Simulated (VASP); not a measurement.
# Eu (Fm-3m) in VASP: further runs

Runs on Eu. Level: r2SCAN. Tasks: single point.

Program: VASP 6.6.1. These are calculated values, not measurements. Logs are shortened: lines on timing, memory, paths and dates and some standing lists are left out, and cuts for length are marked.

### Step 1. The cell of the first run

Symmetry: Fm-3m, No. 225, cubic system. Conventional cell: a = 5.426 Å, b = 5.426 Å, c = 5.426 Å, α = 90.00°, β = 90.00°, γ = 90.00°. Eu (site symmetry m-3m) has 12 Eu at 3.84 Å within 5.0 Å.

### Step 2. Single point, r2SCAN, collinear spin, ferromagnetic start

POSCAR reads:

```
Eu
1.0
    0.0000000000      2.7128446292      2.7128446292
    2.7128446292      0.0000000000      2.7128446292
    2.7128446292      2.7128446292      0.0000000000
Eu
1
Direct
    0.0000000000      0.0000000000      0.0000000000
```

INCAR.step1 reads:

```
SYSTEM = Eu
PREC = Accurate
ENCUT = 520
ISMEAR = -1
SIGMA = 0.1
LREAL = .FALSE.
LASPH = .TRUE.
NELM = 150
ISPIN = 2
MAGMOM = 4.9
LMAXMIX = 6
NBANDS = 18
GGA = PE
ALGO = Normal
EDIFF = 1E-4
LWAVE = .TRUE.
LCHARG = .FALSE.
```

INCAR.step2 reads:

```
SYSTEM = Eu
PREC = Accurate
ENCUT = 520
EDIFF = 1E-6
ISMEAR = -1
SIGMA = 0.1
LREAL = .FALSE.
LASPH = .TRUE.
NELM = 150
ALGO = Normal
ISIF = 2
LWAVE = .FALSE.
LCHARG = .FALSE.
ISPIN = 2
MAGMOM = 4.9
LORBIT = 11
LMAXMIX = 6
METAGGA = R2SCAN
LMIXTAU = .TRUE.
NBANDS = 18
ISTART = 1
```

KPOINTS reads:

```
Automatic mesh
0
G
  7 7 7
  0 0 0
```

Potentials or basis: VASP PAW PBE potentials, release 64 (Eu).

Launch:

```bash
> cat potpaw_PBE.64/Eu/POTCAR > POTCAR
> cp INCAR.step1 INCAR
> mpirun -np 1 vasp_std > vasp.out
> cp INCAR.step2 INCAR
> mpirun -np 1 vasp_std > vasp.out
```

OUTCAR:

```text
SYSTEM = Eu
   PREC = Accurate
   ENCUT = 520
   EDIFF = 1E-6
   ISMEAR = -1
   LREAL = .FALSE.
   LASPH = .TRUE.
   NELM = 150
   ISIF = 2
   ISPIN = 2
   LORBIT = 11
   METAGGA = R2SCAN
   ISTART = 1

 ion  position               nearest neighbor table
   1  0.000  0.000  0.000-

  LATTYP: Found a face centered cubic cell.
 ALAT       =     5.4256892584

  Lattice vectors:

 A1 = (   0.0000000000,   2.7128446292,   2.7128446292)
 A2 = (   2.7128446292,   0.0000000000,   2.7128446292)
 A3 = (   2.7128446292,   2.7128446292,   0.0000000000)

Analysis of symmetry for initial positions (statically):
=====================================================================
 Subroutine PRICEL returns:
 Original cell was already a primitive cell.

 Routine SETGRP: Setting up the symmetry group for a
 face centered cubic supercell.

 Subroutine GETGRP returns: Found 48 space group operations
 (whereof 48 operations were pure point group operations)
 out of a pool of 48 trial point group operations.

The static configuration has the point symmetry O_h .

Analysis of symmetry for dynamics (positions and initial velocities):
=====================================================================
 Subroutine PRICEL returns:
 Original cell was already a primitive cell.

 Routine SETGRP: Setting up the symmetry group for a
 face centered cubic supercell.

 Subroutine GETGRP returns: Found 48 space group operations
 (whereof 48 operations were pure point group operations)
 out of a pool of 48 trial point group operations.

The dynamic configuration has the point symmetry O_h .

Analysis of structural, dynamic, and magnetic symmetry:
=====================================================================
 Subroutine PRICEL returns:
 Original cell was already a primitive cell.

 Routine SETGRP: Setting up the symmetry group for a
 face centered cubic supercell.

 Subroutine GETGRP returns: Found 48 space group operations
 (whereof 48 operations were pure point group operations)
 out of a pool of 48 trial point group operations.

The overall configuration has the point symmetry O_h .

 Subroutine INISYM returns: Found 48 space group operations
 (whereof 48 operations are pure point group operations),
 and found     1 'primitive' translations

----------------------------------------------------------------------------------------

                                     Primitive cell

  volume of cell :      39.9305

  direct lattice vectors                    reciprocal lattice vectors
     0.000000000  2.712844629  2.712844629    -0.184308380  0.184308380  0.184308380
     2.712844629  0.000000000  2.712844629     0.184308380 -0.184308380  0.184308380
     2.712844629  2.712844629  0.000000000     0.184308380  0.184308380 -0.184308380

  length of vectors
     3.836541667  3.836541667  3.836541667     0.319231479  0.319231479  0.319231479

  position of ions in fractional coordinates (direct lattice)
     0.000000000  0.000000000  0.000000000

  ion indices of the primitive-cell ions
   primitive index   ion index
                 1           1

----------------------------------------------------------------------------------------

 KPOINTS: Automatic mesh

Automatic generation of k-mesh.
 Grid dimensions read from file:
 generate k-points for:    7    7    7

 Generating k-lattice:

  Cartesian coordinates                     Fractional coordinates (reciprocal lattice)
    -0.026329769  0.026329769  0.026329769     0.142857143  0.000000000  0.000000000
     0.026329769 -0.026329769  0.026329769     0.000000000  0.142857143  0.000000000
     0.026329769  0.026329769 -0.026329769     0.000000000  0.000000000  0.142857143

  Length of vectors
     0.045604497  0.045604497  0.045604497

  Shift w.r.t. Gamma in fractional coordinates (k-lattice)
     0.000000000  0.000000000  0.000000000

 Subroutine IBZKPT returns following result:
 ===========================================

 Found     20 irreducible k-points:

 Following reciprocal coordinates:
            Coordinates               Weight
  0.000000  0.000000  0.000000      1.000000
  0.142857  0.000000  0.000000      8.000000
  0.285714  0.000000  0.000000      8.000000
  0.428571  0.000000  0.000000      8.000000
  0.142857  0.142857  0.000000      6.000000
  0.285714  0.142857  0.000000     24.000000
[... 12 lines left out ...]
 -0.428571  0.428571  0.142857     24.000000
 -0.285714  0.428571  0.142857     24.000000
   k-points           NKPTS =     20   k-points in BZ     NKDIM =     20   number of bands    NBANDS=     18
   number of dos      NEDOS =    301   number of ions     NIONS =      1
   total plane-waves  NPLWV =  27000
   dimension x,y,z NGX =    30 NGY =   30 NGZ =   30
   dimension x,y,z NGXF=    60 NGYF=   60 NGZF=   60
   ions per type =               1
   NGX,Y,Z   is equivalent  to a cutoff of  13.00, 13.00, 13.00 a.u.
   NGXF,Y,Z  is equivalent  to a cutoff of  26.00, 26.00, 26.00 a.u.
 SYSTEM =  Eu
   PREC   = accura    normal or accurate (medium, high low for compatibility)
   ISTART =      1    job   : 0-new  1-cont  2-samecut
   ICHARG =      0    charge: 1-file 2-atom 10-const
   ISPIN  =      2    spin polarized calculation?
   LNONCOLLINEAR =      F non collinear calculations
   LSORBIT =      F    spin-orbit coupling
   LASPH  =      T    aspherical Exc in radial PAW
   ENCUT  =  520.0 eV  38.22 Ry    6.18 a.u.   7.13  7.13  7.13*2*pi/ulx,y,z
   NELM   =    150;   NELMIN=  2; NELMDL=  0     # of ELM steps
   EDIFF  = 0.1E-05   stopping-criterion for ELM
   LREAL  =      F    real-space projection
   EDIFFG = 0.1E-04   stopping-criterion for IOM
   NSW    =      0    number of steps for IOM
   IBRION =     -1    ionic relax: 0-MD 1-quasi-New 2-CG
   NFREE  =      0    steps in history (QN), initial steepest desc. (CG)
   ISIF   =      2    stress and relaxation
   ISYM   =      2    0-nonsym 1-usesym 2-fastsym
   POTIM  = 0.5000    time-step for ionic-motion
   TEBEG  =    0.0;   TEEND  =   0.0 temperature during run
   PSTRESS=    0.0 pullay stress
   NELECT =      17.0000    total number of electrons
   NUPDOWN=      -1.0000    fix difference up-down
   EMIN   =  10.00;   EMAX   =-10.00  energy-range for DOS
   EFERMI =   0.00;   METHOD = LEGACY
   ISMEAR =    -1;   SIGMA  =   0.10  broadening in eV -4-tet -1-fermi 0-gaus
   EFERMI_NEDOS =   21; number of points for ismear=-14 and -15
   IALGO  =     38    algorithm
   IMIX   =      4    mixing-type and parameters
     AMIX     =   0.40;   BMIX     =  1.00
     AMIX_MAG =   1.60;   BMIX_MAG =  1.00
  volume/ion in A,a.u.               =      39.93       269.46
  Fermi-wavevector in a.u.,A,eV,Ry     =   1.231562  2.327314 20.636562  1.516745
  Thomas-Fermi vector in A             =   2.366366
   LORBIT       =     11    0 simple, 1 ext, 2 COOP (PROOUT), +10 PAW based schemes
   METAGGA = R2SCAN    functional components
   LHFCALC =     F    Hartree Fock is set to
   AEXX    =    0.0000 exact exchange contribution
   IVDW    =     0    specifies the selected vdW correction
   LEPSILON=     F    determine dielectric tensor
   LRPA    =     F    only Hartree local field effects (RPA)
 spin polarized calculation
  energy-cutoff  :      520.00
  volume of cell :       39.93
 maximum number of plane-waves:      1086
 NGX is ok and might be reduce to    30
   NGX = 15   NGY = 15   NGZ = 15

 number of electron      16.9999999 magnetization       7.7885696

 Free energy of the ion-electron system (eV)
  ---------------------------------------------------
  ext. energy  EPLUGINS =         0.00000000
  ---------------------------------------------------
  free energy    TOTEN  =       -39.71671195 eV

  energy without entropy =      -39.66188062  energy(sigma->0) =      -39.68929629

 E-fermi :   2.2662     XC(G=0):  -9.5081

 val. band max:        2.2288138514   @ k =  -0.4286   0.2857   0.1429
 cond. band min:       2.3977491103   @ k =   0.2857   0.2857   0.0000
 fundamental gap:      0.1689352589
 Fermi energy:         2.2661505562

 spin component 1

 k-point     1 :       0.0000    0.0000    0.0000
  band No.  band energies     occupation
      1     -40.8165      1.00000
      2     -18.7188      1.00000
      3     -18.7188      1.00000
      4     -18.7188      1.00000
      5      -2.7135      1.00000
      6       1.5565      0.99917
[... 10 lines left out ...]
     17       6.3812      0.00000
     18      10.6642      0.00000

 k-point     2 :       0.1429    0.0000    0.0000
  band No.  band energies     occupation
      1     -40.8083      1.00000
      2     -18.8276      1.00000
      3     -18.7322      1.00000
      4     -18.7322      1.00000
      5      -2.2310      1.00000
      6       1.5487      0.99923
[... 10 lines left out ...]
     17       6.1766      0.00000
     18      11.6011      0.00000
[... 358 lines left out ...]
 k-point    20 :      -0.2857    0.4286    0.1429
  band No.  band energies     occupation
      1     -40.7590      1.00000
      2     -19.0989      1.00000
      3     -19.0646      1.00000
      4     -18.8914      1.00000
      5       1.3413      0.99990
      6       1.4890      0.99958
[... 10 lines left out ...]
     17       8.5162      0.00000
     18      10.1028      0.00000
 Fermi energy:         2.2661505562

 spin component 2

 k-point     1 :       0.0000    0.0000    0.0000
  band No.  band energies     occupation
      1     -37.0500      1.00000
      2     -15.9629      1.00000
      3     -15.9629      1.00000
      4     -15.9629      1.00000
      5      -0.8907      1.00000
      6       5.7744      0.00000
[... 10 lines left out ...]
     17       8.3442      0.00000
     18      13.5576      0.00000

 k-point     2 :       0.1429    0.0000    0.0000
  band No.  band energies     occupation
      1     -37.0395      1.00000
      2     -16.0937      1.00000
      3     -15.9786      1.00000
      4     -15.9786      1.00000
      5      -0.3942      1.00000
      6       5.1813      0.00000
[... 10 lines left out ...]
     17       8.4431      0.00000
     18      13.7834      0.00000
[... 358 lines left out ...]
 k-point    20 :      -0.2857    0.4286    0.1429
  band No.  band energies     occupation
      1     -36.9769      1.00000
      2     -16.4077      1.00000
      3     -16.3730      1.00000
      4     -16.1707      1.00000
      5       2.6491      0.02126
      6       3.8648      0.00000
[... 10 lines left out ...]
     17      10.6294      0.00000
     18      12.0755      0.00000

------------------------ aborting loop because EDIFF is reached ----------------------------------------

  FORCE on cell =-STRESS in cart. coord.  units (eV):
  Direction    XX          YY          ZZ          XY          YZ          ZX
  --------------------------------------------------------------------------------------
  -------------------------------------------------------------------------------------
  Total        0.1242772      0.1242772      0.1242772     -0.0000000      0.0000000     -0.0000000
  in kB        4.9865186      4.9865186      4.9865186     -0.0000000      0.0000000     -0.0000000
  external PRESSURE =       4.9865186 kB  Pullay stress =       0.0000000 kB

 VOLUME and BASIS-vectors are now :
 -----------------------------------------------------------------------------
  energy-cutoff  :      520.00
  volume of cell :       39.93
      direct lattice vectors                 reciprocal lattice vectors
     0.000000000  2.712844629  2.712844629    -0.184308380  0.184308380  0.184308380
     2.712844629  0.000000000  2.712844629     0.184308380 -0.184308380  0.184308380
     2.712844629  2.712844629  0.000000000     0.184308380  0.184308380 -0.184308380

 POSITION                                       TOTAL-FORCE (eV/Angst)
 -----------------------------------------------------------------------------------
      0.00000      0.00000      0.00000        -0.000000      0.000000      0.000000
 -----------------------------------------------------------------------------------
    total drift:                               -0.000000     -0.000000      0.000000

  FREE ENERGIE OF THE ION-ELECTRON SYSTEM (eV)
  ---------------------------------------------------
  free  energy   TOTEN  =       -39.7167119489 eV

  energy  without entropy=      -39.6618806226  energy(sigma->0) =      -39.68929629

 total charge

# of ion       s       p       d       f       tot
--------------------------------------------------
    1        2.085   5.751   0.343   6.628  14.807

 magnetization (x)

# of ion       s       p       d       f       tot
--------------------------------------------------
    1       -0.002  -0.147   0.244   6.626   6.721
```

Run time: 2.5 min. Hardware: 1 thread of Intel Xeon Platinum 8559C (Emerald Rapids), shared host; peak memory 0.22 GiB.

Results:

| Property | Result |
| --- | --- |
| Free energy | -39.7167 eV |
| Pressure | 0.5 GPa |
| Net moment | 7.79 μB per cell |
| Site moments | Eu +6.72 μB |
| Valence electrons inside the program's atomic spheres | Eu 14.81 |

Caveat: the PAW data sets were made with another functional, which shifts forces and pressure a little; spin-orbit coupling is left out, which moves the levels of the heavy elements. The state reached can hang on the start; a lower one may exist.

### Step 3. Single point, r2SCAN, collinear spin, ferromagnetic start

This run uses another cell than the first one, of 43.40 Å³/atom, 1.087 times its volume.

POSCAR reads:

```
Eu
1.0
    0.0000000000      2.7893026900      2.7893026900
    2.7893026900      0.0000000000      2.7893026900
    2.7893026900      2.7893026900      0.0000000000
Eu
1
Direct
    0.0000000000      0.0000000000      0.0000000000
```

INCAR.step1 reads:

```
PREC = Accurate ; ENCUT = 520
ISMEAR = -1 ; SIGMA = 0.1
LREAL = F ; LASPH = T
NELM = 150 ; ISPIN = 2
MAGMOM = 4.9 ; LMAXMIX = 6
NBANDS = 18 ; GGA = PE
ALGO = Normal ; EDIFF = 1E-4
LWAVE = T ; LCHARG = F
```

INCAR.step2 reads:

```
PREC = Accurate ; ENCUT = 520
EDIFF = 1E-7 ; ISMEAR = -1
SIGMA = 0.1 ; LREAL = F
LASPH = T ; NELM = 150
ALGO = Normal ; ISIF = 2
LWAVE = F ; LCHARG = F
ISPIN = 2 ; MAGMOM = 4.9
LORBIT = 11 ; LMAXMIX = 6
METAGGA = R2SCAN ; LMIXTAU = T
NBANDS = 18 ; ISTART = 1
```

KPOINTS reads:

```
Automatic mesh
0
Gamma
  7 7 7
```

Potentials or basis: VASP PAW PBE potentials, release 64 (Eu).

Launch:

```bash
> cat potpaw_PBE.64/Eu/POTCAR > POTCAR
> cp INCAR.step1 INCAR
> mpirun -np 1 vasp_std > vasp.out
> cp INCAR.step2 INCAR
> mpirun -np 1 vasp_std > vasp.out
```

OUTCAR:

```text
PREC = Accurate
   ENCUT = 520
   EDIFF = 1E-7
   ISMEAR = -1
   LREAL = F
   LASPH = T
   NELM = 150
   ISIF = 2
   ISPIN = 2
   LORBIT = 11
   METAGGA = R2SCAN
   ISTART = 1

 ion  position               nearest neighbor table
   1  0.000  0.000  0.000-

  LATTYP: Found a face centered cubic cell.
 ALAT       =     5.5786053800

  Lattice vectors:

 A1 = (   0.0000000000,   2.7893026900,   2.7893026900)
 A2 = (   2.7893026900,   0.0000000000,   2.7893026900)
 A3 = (   2.7893026900,   2.7893026900,   0.0000000000)

Analysis of symmetry for initial positions (statically):
=====================================================================
 Subroutine PRICEL returns:
 Original cell was already a primitive cell.

 Routine SETGRP: Setting up the symmetry group for a
 face centered cubic supercell.

 Subroutine GETGRP returns: Found 48 space group operations
 (whereof 48 operations were pure point group operations)
 out of a pool of 48 trial point group operations.

The static configuration has the point symmetry O_h .

Analysis of symmetry for dynamics (positions and initial velocities):
[... 594 lines left out ...]
 Fermi energy:         1.9327534552

 spin component 2

 k-point     1 :       0.0000    0.0000    0.0000
  band No.  band energies     occupation
      1     -37.4140      1.00000
      2     -16.4065      1.00000
      3     -16.4065      1.00000
      4     -16.4064      1.00000
      5      -1.1181      1.00000
      6       5.3725      0.00000
[... 397 lines left out ...]
      5       2.4673      0.00475
      6       3.4756      0.00000
[... 10 lines left out ...]
     17       9.7505      0.00000
     18      11.0739      0.00000

------------------------ aborting loop because EDIFF is reached ----------------------------------------

  FORCE on cell =-STRESS in cart. coord.  units (eV):
  Direction    XX          YY          ZZ          XY          YZ          ZX
  --------------------------------------------------------------------------------------
  -------------------------------------------------------------------------------------
  Total       -0.1819616     -0.1819616     -0.1819616     -0.0000000      0.0000000      0.0000000
  in kB       -6.7169710     -6.7169710     -6.7169710     -0.0000000      0.0000000      0.0000000
  external PRESSURE =      -6.7169710 kB  Pullay stress =       0.0000000 kB

 VOLUME and BASIS-vectors are now :
 -----------------------------------------------------------------------------
  energy-cutoff  :      520.00
  volume of cell :       43.40
      direct lattice vectors                 reciprocal lattice vectors
     0.000000000  2.789302690  2.789302690    -0.179256271  0.179256271  0.179256271
     2.789302690  0.000000000  2.789302690     0.179256271 -0.179256271  0.179256271
     2.789302690  2.789302690  0.000000000     0.179256271  0.179256271 -0.179256271

 POSITION                                       TOTAL-FORCE (eV/Angst)
 -----------------------------------------------------------------------------------
      0.00000      0.00000      0.00000         0.000000     -0.000000     -0.000000
 -----------------------------------------------------------------------------------
    total drift:                               -0.000000     -0.000000      0.000000

  FREE ENERGIE OF THE ION-ELECTRON SYSTEM (eV)
  ---------------------------------------------------
  free  energy   TOTEN  =       -39.7164412260 eV

  energy  without entropy=      -39.6556854774  energy(sigma->0) =      -39.68606335

 total charge

# of ion       s       p       d       f       tot
--------------------------------------------------
    1        2.080   5.758   0.304   6.650  14.792

 magnetization (x)

# of ion       s       p       d       f       tot
--------------------------------------------------
    1       -0.003  -0.149   0.229   6.649   6.727
```

OSZICAR.step1:

```text
N       E                     dE             d eps       ncg     rms          rms(c)
DAV:   1     0.103486107739E+03    0.10349E+03   -0.61487E+03  1832   0.389E+03
DAV:   2     0.844013744496E+01   -0.95046E+02   -0.84869E+02  1872   0.266E+02
DAV:   3    -0.700538620879E+01   -0.15446E+02   -0.15070E+02  2184   0.990E+01
DAV:   4    -0.844633710362E+01   -0.14410E+01   -0.14323E+01  2848   0.238E+01
DAV:   5    -0.851596240628E+01   -0.69625E-01   -0.69505E-01  2428   0.604E+00    0.354E+01
DAV:   6    -0.144910847331E+02   -0.59751E+01   -0.28770E+00  2042   0.189E+01    0.198E+01
DAV:   7    -0.117838073597E+02    0.27073E+01   -0.32772E+00  2050   0.324E+01    0.181E+01
DAV:   8    -0.114900835149E+02    0.29372E+00   -0.68692E-01  2080   0.189E+01    0.571E+00
DAV:   9    -0.116275516514E+02   -0.13747E+00   -0.34414E-01  2166   0.107E+01    0.938E+00
DAV:  10    -0.114916657768E+02    0.13589E+00   -0.93711E-02  2366   0.745E+00    0.256E+00
DAV:  11    -0.114865206266E+02    0.51452E-02   -0.14041E-02  2418   0.191E+00    0.101E+00
DAV:  12    -0.114860529378E+02    0.46769E-03   -0.16140E-03  2720   0.395E-01    0.568E-01
DAV:  13    -0.114855656180E+02    0.48732E-03   -0.49591E-04  1532   0.470E-01    0.247E-01
DAV:  14    -0.114854858234E+02    0.79795E-04   -0.37408E-04  1754   0.392E-01
   1 F= -.11485486E+02 E0= -.11445058E+02  d E =-.808566E-01  mag=     7.4927
```

Run time: 2.8 min. Hardware: 1 thread of Intel Xeon Platinum 8559C (Emerald Rapids), shared host; peak memory 0.22 GiB.

Results:

```yaml
Free_energy: -39.7164 eV
Pressure: -0.7 GPa
Net_moment: 7.86 μB per cell
Site_moments: Eu +6.73 μB
Valence_electrons_inside_the_program's_atomic_spheres: Eu 14.79
```

Caveat: the PAW data sets were made with another functional, which shifts forces and pressure a little; spin-orbit coupling is left out, which moves the levels of the heavy elements. The state reached can hang on the start; a lower one may exist.
